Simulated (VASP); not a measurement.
# KMgF3 (Pm-3m) in VASP: a series of runs

KMgF3 is run at these levels: PBE, r2SCAN; tasks: single point.

Everything below comes from runs of VASP 6.6.1. Logs are shortened: lines on timing, memory, paths and dates and some standing lists are left out, and cuts for length are marked.

**1. The cell of the first run**

The structure is cubic, space group Pm-3m (No. 221). The conventional cell has a = 4.013 Å, b = 4.013 Å, c = 4.013 Å, α = 90.00°, β = 90.00°, γ = 90.00°. K (site symmetry m-3m) has 12 F at 2.84 Å and 8 Mg at 3.48 Å within 3.7 Å. Mg (site symmetry m-3m) has 6 F at 2.01 Å within 2.7 Å. Within 2.7 Å of F (site symmetry 4/mmm) lie 2 Mg at 2.01 Å.

**2. Single point, PBE (volume changed by -3%)**

Contents of INCAR:

```
SYSTEM = KMgF3
  PREC = Accurate
  ENCUT = 520
  EDIFF = 1E-7
  ISMEAR = 0
  SIGMA = 0.01
  LREAL = .FALSE.
  LASPH = .TRUE.
  NELM = 80
  ALGO = Normal
  ISIF = 2
  LWAVE = .FALSE.
  LCHARG = .FALSE.
  GGA = PE
  NBANDS = 24
```

Contents of KPOINTS:

```
Automatic mesh
0
G
  6 6 6
  0 0 0
```

Contents of POSCAR:

```
KMgF3
1.0
    4.0132322407      0.0000000000      0.0000000000
    0.0000000000      4.0132322407      0.0000000000
    0.0000000000      0.0000000000      4.0132322407
K Mg F
1 1 3
Direct
    0.5000000000      0.5000000000      0.5000000000
    0.0000000000      0.0000000000      0.0000000000
    0.5000000000      0.0000000000      0.0000000000
    0.0000000000      0.5000000000      0.0000000000
    0.0000000000      0.0000000000      0.5000000000
```

Potentials or basis: VASP PAW PBE potentials, release 64 (K_sv, Mg, F).

Launch:

```sh
$ cat potpaw_PBE.64/K_sv/POTCAR potpaw_PBE.64/Mg/POTCAR potpaw_PBE.64/F/POTCAR > POTCAR
$ mpirun -np 1 vasp_std > vasp.out
```

OUTCAR:

```text
SYSTEM = KMgF3
   PREC = Accurate
   ENCUT = 520
   EDIFF = 1E-7
   ISMEAR = 0
   LREAL = .FALSE.
   LASPH = .TRUE.
   NELM = 80
   ISIF = 2
   GGA = PE

 ion  position               nearest neighbor table
   1  0.500  0.500  0.500-   3 2.84   4 2.84   5 2.84   3 2.84   4 2.84   3 2.84   5 2.84   3 2.84
                             4 2.84   5 2.84   4 2.84   5 2.84   2 3.48   2 3.48   2 3.48   2 3.48
   2  0.000  0.000  0.000-   3 2.01   4 2.01   5 2.01   5 2.01   4 2.01   3 2.01   1 3.48   1 3.48
                             1 3.48   1 3.48   1 3.48   1 3.48   1 3.48   1 3.48
   3  0.500  0.000  0.000-   2 2.01   2 2.01   1 2.84   1 2.84   1 2.84   1 2.84
   4  0.000  0.500  0.000-   2 2.01   2 2.01   1 2.84   1 2.84   1 2.84   1 2.84
   5  0.000  0.000  0.500-   2 2.01   2 2.01   1 2.84   1 2.84   1 2.84   1 2.84

  LATTYP: Found a simple cubic cell.
 ALAT       =     4.0132322407

  Lattice vectors:

 A1 = (   4.0132322407,   0.0000000000,   0.0000000000)
 A2 = (   0.0000000000,   4.0132322407,   0.0000000000)
 A3 = (   0.0000000000,   0.0000000000,   4.0132322407)

Analysis of symmetry for initial positions (statically):
=====================================================================
 Subroutine PRICEL returns:
 Original cell was already a primitive cell.

 Routine SETGRP: Setting up the symmetry group for a
 simple cubic supercell.

 Subroutine GETGRP returns: Found 48 space group operations
 (whereof 48 operations were pure point group operations)
 out of a pool of 48 trial point group operations.

The static configuration has the point symmetry O_h .

Analysis of symmetry for dynamics (positions and initial velocities):
=====================================================================
 Subroutine PRICEL returns:
 Original cell was already a primitive cell.

 Routine SETGRP: Setting up the symmetry group for a
 simple cubic supercell.

 Subroutine GETGRP returns: Found 48 space group operations
 (whereof 48 operations were pure point group operations)
 out of a pool of 48 trial point group operations.

The dynamic configuration has the point symmetry O_h .

 Subroutine INISYM returns: Found 48 space group operations
 (whereof 48 operations are pure point group operations),
 and found     1 'primitive' translations

----------------------------------------------------------------------------------------

                                     Primitive cell

  volume of cell :      64.6373

  direct lattice vectors                    reciprocal lattice vectors
     4.013232241  0.000000000  0.000000000     0.249175712  0.000000000  0.000000000
     0.000000000  4.013232241  0.000000000     0.000000000  0.249175712  0.000000000
     0.000000000  0.000000000  4.013232241     0.000000000  0.000000000  0.249175712

  length of vectors
     4.013232241  4.013232241  4.013232241     0.249175712  0.249175712  0.249175712

  position of ions in fractional coordinates (direct lattice)
     0.500000000  0.500000000  0.500000000
     0.000000000  0.000000000  0.000000000
     0.500000000  0.000000000  0.000000000
     0.000000000  0.500000000  0.000000000
     0.000000000  0.000000000  0.500000000

  ion indices of the primitive-cell ions
   primitive index   ion index
                 1           1
                 2           2
                 3           3
                 4           4
                 5           5

----------------------------------------------------------------------------------------

 KPOINTS: Automatic mesh

Automatic generation of k-mesh.
 Grid dimensions read from file:
 generate k-points for:    6    6    6

 Generating k-lattice:

  Cartesian coordinates                     Fractional coordinates (reciprocal lattice)
     0.041529285  0.000000000  0.000000000     0.166666667  0.000000000  0.000000000
     0.000000000  0.041529285  0.000000000     0.000000000  0.166666667  0.000000000
     0.000000000  0.000000000  0.041529285     0.000000000  0.000000000  0.166666667

  Length of vectors
     0.041529285  0.041529285  0.041529285

  Shift w.r.t. Gamma in fractional coordinates (k-lattice)
     0.000000000  0.000000000  0.000000000

 Subroutine IBZKPT returns following result:
 ===========================================

 Found     20 irreducible k-points:

 Following reciprocal coordinates:
            Coordinates               Weight
  0.000000  0.000000  0.000000      1.000000
  0.166667  0.000000  0.000000      6.000000
  0.333333  0.000000  0.000000      6.000000
  0.500000  0.000000  0.000000      3.000000
  0.166667  0.166667  0.000000     12.000000
  0.333333  0.166667  0.000000     24.000000
[... 12 lines left out ...]
  0.500000  0.500000  0.333333      6.000000
  0.500000  0.500000  0.500000      1.000000
   k-points           NKPTS =     20   k-points in BZ     NKDIM =     20   number of bands    NBANDS=     24
   number of dos      NEDOS =    301   number of ions     NIONS =      5
[... 74 lines left out ...]
      1     -27.3990      2.00000
      2     -21.7684      2.00000
      3     -21.1419      2.00000
      4     -21.1419      2.00000
      5     -10.8883      2.00000
      6     -10.8883      2.00000
[... 16 lines left out ...]
     23      12.0707      0.00000
     24      14.9700      0.00000

 k-point     2 :       0.1667    0.0000    0.0000
  band No.  band energies     occupation
      1     -27.3927      2.00000
      2     -21.7395      2.00000
      3     -21.1774      2.00000
      4     -21.1396      2.00000
      5     -10.8861      2.00000
      6     -10.8758      2.00000
[... 16 lines left out ...]
     23      12.0663      0.00000
     24      14.8353      0.00000

 k-point     3 :       0.3333    0.0000    0.0000
  band No.  band energies     occupation
      1     -27.3802      2.00000
      2     -21.6667      2.00000
      3     -21.2616      2.00000
      4     -21.1354      2.00000
      5     -10.8818      2.00000
      6     -10.8505      2.00000
[... 16 lines left out ...]
     23      12.0597      0.00000
     24      14.4657      0.00000

 k-point     4 :       0.5000    0.0000    0.0000
  band No.  band energies     occupation
      1     -27.3739      2.00000
      2     -21.6164      2.00000
      3     -21.3174      2.00000
      4     -21.1340      2.00000
      5     -10.8796      2.00000
      6     -10.8377      2.00000
[... 16 lines left out ...]
     23      12.5804      0.00000
     24      13.6078      0.00000

 k-point     5 :       0.1667    0.1667    0.0000
  band No.  band energies     occupation
      1     -27.3869      2.00000
      2     -21.7087      2.00000
      3     -21.1914      2.00000
      4     -21.1570      2.00000
      5     -10.9046      2.00000
      6     -10.8638      2.00000
[... 16 lines left out ...]
     23      12.1073      0.00000
     24      14.2577      0.00000

 k-point     6 :       0.3333    0.1667    0.0000
  band No.  band energies     occupation
      1     -27.3753      2.00000
      2     -21.6327      2.00000
      3     -21.2656      2.00000
      4     -21.1605      2.00000
      5     -10.9087      2.00000
      6     -10.8586      2.00000
[... 16 lines left out ...]
     23      12.1714      0.00000
     24      13.8213      0.00000
[... 271 lines left out ...]
 k-point    17 :       0.3333    0.3333    0.3333
  band No.  band energies     occupation
      1     -27.3538      2.00000
      2     -21.4523      2.00000
      3     -21.2761      2.00000
      4     -21.2761      2.00000
      5     -10.9889      2.00000
      6     -10.9889      2.00000
[... 16 lines left out ...]
     23      13.0136      0.00000
     24      13.8006      0.00000

 k-point    18 :       0.5000    0.3333    0.3333
  band No.  band energies     occupation
      1     -27.3500      2.00000
      2     -21.3938      2.00000
      3     -21.3235      2.00000
      4     -21.2718      2.00000
      5     -11.0119      2.00000
      6     -11.0050      2.00000
[... 16 lines left out ...]
     23      12.5038      0.00000
     24      13.3906      0.00000

 k-point    19 :       0.5000    0.5000    0.3333
  band No.  band energies     occupation
      1     -27.3465      2.00000
      2     -21.3288      2.00000
      3     -21.3212      2.00000
      4     -21.3212      2.00000
      5     -11.0355      2.00000
      6     -11.0355      2.00000
[... 16 lines left out ...]
     23      12.8712      0.00000
     24      12.8712      0.00000

 k-point    20 :       0.5000    0.5000    0.5000
  band No.  band energies     occupation
      1     -27.3434      2.00000
      2     -21.3165      2.00000
      3     -21.3165      2.00000
      4     -21.3165      2.00000
      5     -11.0603      2.00000
      6     -11.0603      2.00000
[... 16 lines left out ...]
     23      13.2003      0.00000
     24      13.2548      0.00000

------------------------ aborting loop because EDIFF is reached ----------------------------------------

  FORCE on cell =-STRESS in cart. coord.  units (eV):
  Direction    XX          YY          ZZ          XY          YZ          ZX
  --------------------------------------------------------------------------------------
  -------------------------------------------------------------------------------------
  Total        0.7042939      0.7042939      0.7042939     -0.0000000     -0.0000000      0.0000000
  in kB       17.4574829     17.4574829     17.4574829     -0.0000000     -0.0000000      0.0000000
  external PRESSURE =      17.4574829 kB  Pullay stress =       0.0000000 kB

 VOLUME and BASIS-vectors are now :
 -----------------------------------------------------------------------------
  energy-cutoff  :      520.00
  volume of cell :       64.64
      direct lattice vectors                 reciprocal lattice vectors
     4.013232241  0.000000000  0.000000000     0.249175712  0.000000000  0.000000000
     0.000000000  4.013232241  0.000000000     0.000000000  0.249175712  0.000000000
     0.000000000  0.000000000  4.013232241     0.000000000  0.000000000  0.249175712

 POSITION                                       TOTAL-FORCE (eV/Angst)
 -----------------------------------------------------------------------------------
      2.00662      2.00662      2.00662         0.000000      0.000000      0.000000
      0.00000      0.00000      0.00000         0.000000      0.000000      0.000000
      2.00662      0.00000      0.00000         0.000000      0.000000      0.000000
      0.00000      2.00662      0.00000         0.000000      0.000000      0.000000
      0.00000      0.00000      2.00662         0.000000      0.000000      0.000000
 -----------------------------------------------------------------------------------
    total drift:                                0.000000     -0.000000      0.000000

  FREE ENERGIE OF THE ION-ELECTRON SYSTEM (eV)
  ---------------------------------------------------
  free  energy   TOTEN  =       -24.4379517186 eV

  energy  without entropy=      -24.4379517186  energy(sigma->0) =      -24.43795172
```

Run time: 66 s. Hardware: 1 thread of AMD EPYC 7R13, shared host; peak memory 0.15 GiB.

What came out:

```yaml
Free_energy: -24.4380 eV
Pressure: 1.7 GPa
Band_gap_on_the_k_mesh: 7.15 eV, indirect (least direct gap 7.47 eV)
```

(Continued in part 2 of 2.)
